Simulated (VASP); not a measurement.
Write the native input for VASP 6.6.1 that does the following.

| Item | Value |
| --- | --- |
| Task | single point |
| Functional | LDA |
| Potentials or basis | VASP PAW LDA potentials, release 64 (Sn_d, O) |
| Cutoff | 520 eV |
| k mesh | 12 × 12 × 10 |
| Occupations | gaussian, width 0.15 eV |
| Spin | no spin polarisation |
| Dipole correction | no |
| Further INCAR settings | ALGO = Normal; EDIFF = 1e-06; NBANDS = 28 |

The structure of SnO lies in POSCAR:

```
SnO
1.0
    3.4972411752      0.0000000000      0.0000000000
    0.0000000000      3.4972411752      0.0000000000
    0.0000000000      0.0000000000      5.1846600423
Sn O
2 2
Direct
    0.0000000000      0.5000000000      0.2457459271
    0.5000000000      0.0000000000      0.7542540729
    0.0000000000      0.0000000000      0.0000000000
    0.5000000000      0.5000000000      0.0000000000
```

This cell differs from its parent crystal: volume 15.853 Å^3 an atom, c/a of the conventional cell 1.4825.

These files were run (other wordings do the same):

INCAR

```
SYSTEM = SnO
ALGO = Normal ; EDIFF = 1E-6
ENCUT = 520 ; ISIF = 2
ISMEAR = 0 ; LASPH = .True.
LCHARG = .False. ; LREAL = .False.
LWAVE = .False. ; NBANDS = 28
NELM = 60 ; PREC = Accurate
SIGMA = 0.15
```

KPOINTS

```
k-points
0
Gamma
  12 12 10
  0 0 0
```

Potentials or basis: VASP PAW LDA potentials, release 64 (Sn_d, O).

Command:

```console
$ cat potpaw_LDA.64/Sn_d/POTCAR potpaw_LDA.64/O/POTCAR > POTCAR
$ mpirun -np 1 vasp_std > vasp.out
```

It gave:

```
Pressure               : 8.0 GPa
Largest force          : 0.626 eV/Å
Band gap on the k mesh : zero (band 20 reaches 8.67 eV, above the bottom of band 21 at 7.78 eV)
```

Caveat: spin-orbit coupling is left out, which moves the levels of the heavy elements.

Wall time 4.9 min on 1 thread of Intel Xeon 6975P-C, on a shared host, peak memory 0.33 GiB.
